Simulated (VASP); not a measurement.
Wanted: the native input for a VASP 6.6.1 run.

| Item | Value |
| --- | --- |
| Task | single point |
| Functional | r2SCAN |
| Potentials or basis | VASP PAW PBE potentials, release 64 (Pb_d, S) |
| Cutoff | 520 eV |
| k mesh | 4 × 4 × 2 |
| Occupations | gaussian, width 0.01 eV |
| Spin | no spin polarisation |
| Dipole correction | no |
| Further INCAR settings | ALGO = Normal; EDIFF = 1e-06; NBANDS = 28 |

PbS:

```xyz
4
Lattice="2.9547 -2.9689 0.2885 2.9547 2.9689 0.2885 -0.5836 0.0000 5.9262" Properties=species:S:1:pos:R:3 pbc="T T T"
Pb    3.9943    0.0000    4.8774
Pb    1.3315    0.0000    1.6258
S     1.0401    0.0000    4.5891
S     4.2857    0.0000    1.9141
```

The input as run:

POSCAR

```
PbS
1.0
    2.9546857060     -2.9689146782      0.2885111679
    2.9546857060      2.9689146782      0.2885111679
   -0.5835654437      0.0000000000      5.9261898233
Pb S
2 2
Direct
    0.7499848511      0.7499848511      0.7500022177
    0.2500151489      0.2500151489      0.2499977823
    0.2500793338      0.2500793338      0.7500269652
    0.7499206662      0.7499206662      0.2499730348
```

INCAR.step1

```
PREC = Accurate
ENCUT = 520
ISMEAR = 0
SIGMA = 0.01
LREAL = False
LASPH = True
NELM = 60
NBANDS = 28
GGA = PE
ALGO = Normal
EDIFF = 1E-4
LWAVE = True
LCHARG = False
```

INCAR.step2

```
PREC = Accurate
ENCUT = 520
EDIFF = 1E-6
ISMEAR = 0
SIGMA = 0.01
LREAL = False
LASPH = True
NELM = 60
ALGO = Normal
ISIF = 2
LWAVE = False
LCHARG = False
METAGGA = R2SCAN
LMIXTAU = True
NBANDS = 28
ISTART = 1
```

KPOINTS

```
Automatic mesh
0
Gamma
  4 4 2
```

Potentials or basis: VASP PAW PBE potentials, release 64 (Pb_d, S).

Launch:

```console
$ cat potpaw_PBE.64/Pb_d/POTCAR potpaw_PBE.64/S/POTCAR > POTCAR
$ cp INCAR.step1 INCAR
$ mpirun -np 1 vasp_std > vasp.out
$ cp INCAR.step2 INCAR
$ mpirun -np 1 vasp_std > vasp.out
```

It gave:

```json
{"Pressure": "2.0 GPa", "Band gap on the k mesh": "0.63 eV"}
```

Caveat: the k points lie up to 0.53 Å⁻¹ apart; the PAW data sets were made with another functional, which shifts forces and pressure a little; spin-orbit coupling is left out, which moves the levels of the heavy elements.

Wall time 3 min on 1 thread of Intel Xeon 8259CL, with other jobs on the host, peak memory 0.24 GiB.
